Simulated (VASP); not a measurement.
# BaTiO3 (P4mm) in VASP: further runs, part 2 of 2

VASP 6.6.1. The steps go on from the part before.

### Step 3. Relaxation of cell and atoms, PBEsol

Input file INCAR:

```
SYSTEM = BaTiO3
ALGO = Normal
EDIFF = 1E-6
EDIFFG = -0.005
ENCUT = 600
GGA = PS
IBRION = 2
ISIF = 3
ISMEAR = 0
LASPH = .True.
LCHARG = .False.
LREAL = .False.
LWAVE = .False.
NELM = 60
NSW = 80
PREC = Accurate
SIGMA = 0.01
```

Input file KPOINTS:

```
k-points
0
Gamma
  4 4 4
  0 0 0
```

Input file POSCAR:

```
BaTiO3
1.0
    3.9998000000      0.0000000000      0.0000000000
    0.0000000000      3.9998000000      0.0000000000
    0.0000000000      0.0000000000      4.0180000000
Ba Ti O
1 1 3
Direct
    0.0000000000      0.0000000000      0.0000000000
    0.5000000000      0.5000000000      0.4900000000
    0.5000000000      0.5000000000      0.0190000000
    0.5000000000      0.0000000000      0.5170000000
    0.0000000000      0.5000000000      0.5170000000
```

Potentials or basis: VASP PAW PBE potentials, release 64 (Ba_sv, Ti_sv, O).

Launch:

```sh
cat potpaw_PBE.64/Ba_sv/POTCAR potpaw_PBE.64/Ti_sv/POTCAR potpaw_PBE.64/O/POTCAR > POTCAR
mpirun -np 1 vasp_std > vasp.out
```

Wall time 10 min (1 thread of AMD EPYC 7R13, shared host); peak memory 0.18 GiB.

Results (log left out):

```
Free energy                            : -42.0027 eV
Relaxed volume                         : 12.82 Å³/atom
Relaxed cell                           : a = 3.964 Å, b = 3.964 Å, c = 4.079 Å, α = 90.00°, β = 90.00°, γ = 90.00°
Space group after relaxing (to 0.05 Å) : P4mm (No. 99)
Energy gained by relaxing              : 3.9 meV/atom
Ionic steps                            : 20
Pressure after relaxing                : 0.0 GPa
Largest force after relaxing           : 0.003 eV/Å
Band gap on the k mesh                 : 1.77 eV, indirect (least direct gap 2.22 eV)
```

Forces in eV/Å, atoms in the order of the input:
```
Ba   0.000  0.000 -0.003
Ti   0.000  0.000 -0.003
O    0.000  0.000 -0.001
O    0.000  0.000  0.003
O    0.000  0.000  0.003
```

Stress tensor (GPa, compression positive):
```
-0.04  0.00  0.00
 0.00 -0.04  0.00
 0.00  0.00  0.04
```

Step by step:
| step | energy change (eV) | largest force (eV/Å) | pressure (GPa) | volume (Å³) |
| --- | --- | --- | --- | --- |
| 1 | 0.0000 | 0.3585 | -2.14 | 64.28 |
| 2 | -0.0042 | 0.0274 | 2.73 | 62.70 |
| 3 | -0.0094 | 0.1642 | 0.60 | 63.36 |
| 4 | -0.0135 | 0.1086 | 0.47 | 63.52 |
| 5 | -0.0158 | 0.1658 | 0.34 | 63.98 |
| 6 | -0.0167 | 0.0882 | 0.32 | 63.82 |
| 7 | -0.0178 | 0.0783 | -0.55 | 64.18 |
| 8 | -0.0178 | 0.0727 | -0.52 | 64.14 |
| 9 | -0.0188 | 0.0596 | -0.21 | 64.08 |
| 10 | -0.0191 | 0.0665 | 0.00 | 64.04 |
| 11 | -0.0191 | 0.0672 | 0.03 | 64.04 |
| 12 | -0.0193 | 0.0307 | 0.08 | 64.05 |
| 13 | -0.0193 | 0.0311 | 0.12 | 64.06 |
| 14 | -0.0194 | 0.0058 | -0.01 | 64.14 |
| 15 | -0.0194 | 0.0113 | -0.11 | 64.16 |
| 16 | -0.0194 | 0.0076 | -0.11 | 64.15 |
| 17 | -0.0194 | 0.0062 | -0.13 | 64.15 |
| 18 | -0.0194 | 0.0087 | 0.13 | 64.06 |
| 19 | -0.0194 | 0.0033 | 0.06 | 64.10 |
| 20 | -0.0194 | 0.0033 | -0.01 | 64.11 |

Final structure:
```
CELL_PARAMETERS angstrom
3.96439 0.00000 0.00000
0.00000 3.96439 0.00000
0.00000 0.00000 4.07940
ATOMIC_POSITIONS crystal
Ba 0.00000 0.00000 0.99730
Ti 0.50000 0.50000 0.47985
O 0.50000 0.50000 0.03051
O 0.50000 0.00000 0.51767
O 0.00000 0.50000 0.51767
```

Levels at points of the mesh, in eV from the valence-band top:
| k point | band 16 | band 17 | band 18 | band 19 | band 20 | band 21 | band 22 | band 23 | band 24 |
| --- | --- | --- | --- | --- | --- | --- | --- | --- | --- |
| (0.00, 0.00, 0.00) | -1.52 | -1.29 | -0.60 | -0.46 | -0.46 | 1.77 | 2.22 | 2.22 | 4.16 |
| (0.50, 0.00, 0.00) | -2.07 | -1.97 | -1.77 | -1.30 | -1.09 | 2.34 | 3.55 | 3.63 | 4.20 |
| (0.50, 0.50, 0.00) | -2.98 | -1.91 | -1.07 | -1.07 | -0.08 | 3.66 | 3.66 | 4.02 | 4.53 |
| (0.00, 0.00, 0.50) | -2.09 | -2.08 | -2.08 | -0.74 | -0.74 | 1.92 | 3.57 | 3.57 | 4.15 |
| (0.50, 0.00, 0.50) | -2.78 | -1.81 | -1.05 | -1.00 | -0.36 | 3.58 | 3.59 | 3.91 | 4.98 |
| (0.50, 0.50, 0.50) | -2.54 | -2.54 | -0.27 | -0.27 | 0.00 | 4.18 | 4.18 | 4.24 | 6.28 |

Caveat: the PAW data sets were made with another functional, which shifts forces and pressure a little; spin-orbit coupling is left out, which moves the levels of the heavy elements.

### Step 4. Relaxation of cell and atoms, r2SCAN

POSCAR is that of step 3.

Input file INCAR.step1:

```
  PREC = Accurate
  ENCUT = 600
  ISMEAR = 0
  SIGMA = 0.01
  LREAL = False
  LASPH = True
  NELM = 80
  GGA = PE
  ALGO = Normal
  EDIFF = 1E-4
  LWAVE = True
  LCHARG = False
```

Input file INCAR.step2:

```
  PREC = Accurate
  ENCUT = 600
  EDIFF = 1E-6
  ISMEAR = 0
  SIGMA = 0.01
  LREAL = False
  LASPH = True
  NELM = 80
  ALGO = Normal
  ISIF = 3
  LWAVE = False
  LCHARG = False
  METAGGA = R2SCAN
  LMIXTAU = True
  IBRION = 2
  NSW = 80
  EDIFFG = -0.005
  ISTART = 1
```

Input file KPOINTS:

```
Automatic mesh
0
Gamma
  4 4 4
```

Launch:

```sh
cat potpaw_PBE.64/Ba_sv/POTCAR potpaw_PBE.64/Ti_sv/POTCAR potpaw_PBE.64/O/POTCAR > POTCAR
cp INCAR.step1 INCAR
mpirun -np 1 vasp_std > vasp.out
cp INCAR.step2 INCAR
mpirun -np 1 vasp_std > vasp.out
```

Wall time 33 min (1 thread of AMD EPYC 7R13, shared host); peak memory 0.2 GiB.

The run converged. Its results:

| Quantity | Value |
| --- | --- |
| Free energy | -74.2661 eV |
| Relaxed volume | 13.11 Å³/atom |
| Relaxed cell | a = 3.984 Å, b = 3.984 Å, c = 4.129 Å, α = 90.00°, β = 90.00°, γ = 90.00° |
| Space group after relaxing (to 0.05 Å) | P4mm (No. 99) |
| Energy gained by relaxing | 4.6 meV/atom |
| Ionic steps | 20 |
| Pressure after relaxing | 0.0 GPa |
| Largest force after relaxing | 0.004 eV/Å |
| Band gap on the k mesh | 2.18 eV, indirect (least direct gap 2.69 eV) |

Forces on the atoms (eV/Å):
```
Ba   0.000  0.000 -0.001
Ti   0.000  0.000 -0.004
O    0.000  0.000  0.003
O    0.000  0.000  0.001
O    0.000  0.000  0.001
```

Step by step:
```tsv
step	energy change (eV)	largest force (eV/Å)	pressure (GPa)	volume (Å³)
1	0.0000	0.3346	1.09	64.28
2	-0.0089	0.2556	-0.80	65.10
3	-0.0094	0.2340	-1.29	65.34
4	-0.0153	0.1419	-0.47	65.21
5	-0.0165	0.1092	0.10	65.14
6	-0.0188	0.0893	0.20	65.15
7	-0.0205	0.0890	0.33	65.17
8	-0.0204	0.1082	0.64	65.20
9	-0.0210	0.0981	0.47	65.18
10	-0.0223	0.0795	-0.24	65.54
11	-0.0223	0.0828	-0.32	65.60
12	-0.0228	0.0751	0.06	65.54
13	-0.0228	0.0622	0.01	65.55
14	-0.0231	0.0155	0.05	65.53
15	-0.0231	0.0038	0.07	65.53
16	-0.0231	0.0048	0.06	65.53
17	-0.0231	0.0041	0.07	65.53
18	-0.0231	0.0041	0.06	65.53
19	-0.0231	0.0090	-0.07	65.58
20	-0.0231	0.0037	-0.03	65.55
```

Final structure:
```
Ba Ti O
1.0
     3.98428    0.00000    0.00000
     0.00000    3.98428    0.00000
     0.00000    0.00000    4.12948
Ba Ti O
1 1 3
Cartesian
  0.0000 0.0000 4.1138
  1.9921 1.9921 1.9719
  1.9921 1.9921 0.1420
  1.9921 0.0000 2.1368
  0.0000 1.9921 2.1368
```

Levels at points of the mesh, in eV from the valence-band top:
| k point | band 18 | band 19 | band 20 | band 21 | band 22 | band 23 |
| --- | --- | --- | --- | --- | --- | --- |
| (0.00, 0.00, 0.00) | -0.74 | -0.51 | -0.51 | 2.18 | 2.65 | 2.65 |
| (0.50, 0.00, 0.00) | -1.72 | -1.41 | -1.21 | 2.75 | 3.84 | 3.92 |
| (0.50, 0.50, 0.00) | -1.13 | -1.13 | -0.07 | 3.95 | 3.95 | 4.33 |
| (0.00, 0.00, 0.50) | -2.00 | -0.77 | -0.77 | 2.31 | 3.84 | 3.84 |
| (0.50, 0.00, 0.50) | -1.11 | -1.05 | -0.42 | 3.85 | 3.88 | 4.19 |
| (0.50, 0.50, 0.50) | -0.34 | -0.34 | 0.00 | 4.43 | 4.43 | 4.52 |

Caveat: the PAW data sets were made with another functional, which shifts forces and pressure a little; spin-orbit coupling is left out, which moves the levels of the heavy elements.

### Step 5. The runs side by side

| level | gap on the mesh (eV) | pressure (GPa) | relaxed volume (Å³/atom) |
| --- | --- | --- | --- |
| PBE+D4 | 1.79 | 0.0 | 13.17 |
| PBEsol | 1.77 | 0.0 | 12.82 |
| r2SCAN | 2.18 | 0.0 | 13.11 |

Alike in all rows: task relaxation of cell and atoms; potentials or basis VASP PAW PBE potentials, release 64 (Ba_sv, Ti_sv, O); no spin polarisation; cell relaxed; k mesh 4 × 4 × 4; cutoff (eV) 600; smearing gaussian 0.01 eV.

Caveats: spin-orbit coupling is left out, which moves the levels of the heavy elements; the PAW data sets were made with another functional, which shifts forces and pressure a little (some runs).

Absolute energies hang on the potentials; compare differences alone.
